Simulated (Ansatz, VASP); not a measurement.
Ga3As in VASP and in Ansatz

```xyz
8
Lattice="6.1921 0.0000 0.0000 -3.0960 5.3625 0.0000 0.0000 0.0000 4.7536" Properties=species:S:1:pos:R:3 pbc="T T T"
Ga    3.0960    3.5623    1.1884
Ga   -1.5370    4.4624    3.5652
Ga    1.5590    0.9001    1.1884
Ga    0.0000    1.8002    3.5652
Ga    4.6330    0.9001    1.1884
Ga    1.5370    4.4624    3.5652
As    0.0000    3.5750    1.1884
As    3.0960    1.7875    3.5652
```

Alike in both runs: functional PBE; k mesh 6 × 6 × 8; occupations gaussian, width 0.1 eV; no spin polarisation.

Ansatz relaxed the structure, and its values are those at the end. VASP's run is a single point on that final structure, the one shown.

|  | VASP | Ansatz |
| --- | --- | --- |
| version | VASP 6.6.1 | Ansatz 0.2.0 |
| potentials or method | VASP PAW PBE potentials, release 64 (Ga_d, As), cutoff 520 eV | scalar-relativistic, plane waves, PAW |
| valence electrons in the cell | 88 | 108 |

Ansatz gave:

| Property | Result |
| --- | --- |
| gap on the k mesh at the Fermi level (eV) | none |
| pressure (GPa) | 0.0 |

Question: What did VASP give for the same quantities?

Answer: gap on the k mesh at the Fermi level (eV): none; pressure (GPa): 0.1.

A gap of «none» marks a metal or a gap that the smearing closes. VASP's potentials hold 88 valence electrons a cell and Ansatz's 108, so a difference there can come from the potentials and not from the codes.
